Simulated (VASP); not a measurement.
A run of VASP 6.6.1 is set up as follows.

File INCAR:

```
ALGO = Normal
EDIFF = 1E-7
ENCUT = 520
GGA = PE
ISIF = 2
ISMEAR = -1
LASPH = True
LCHARG = False
LREAL = False
LWAVE = False
NBANDS = 16
NELM = 100
PREC = Accurate
SIGMA = 0.03
```

Contents of KPOINTS:

```
k-points
0
Gamma
  11 11 11
```

Contents of POSCAR:

```
HgTe
1.0
    0.0000000000      3.1590300000      3.2235000000
    3.1590300000      0.0000000000      3.2235000000
    3.1590300000      3.1590300000      0.0000000000
Hg Te
1 1
Direct
    0.0000000000      0.0000000000      0.0000000000
    0.7500000000      0.7500000000      0.7500000000
```

Potentials or basis: VASP PAW PBE potentials, release 64 (Hg, Te).

Run with:

```console
$ cat potpaw_PBE.64/Hg/POTCAR potpaw_PBE.64/Te/POTCAR > POTCAR
$ mpirun -np 1 vasp_std > vasp.out
```

Task: Predict the pressure.

Result: 6.6 GPa.

Task: Predict the band gap on the k mesh.

Result: Zero (filled and empty bands touch).

Stress tensor (GPa, compression positive):
```
6.63 0.00 0.00
0.00 6.63 0.00
0.00 0.00 6.42
```

Caveat: the cell differs from its parent crystal (equal xx and yy strain of -2 %); spin-orbit coupling is left out, which moves the levels of the heavy elements.
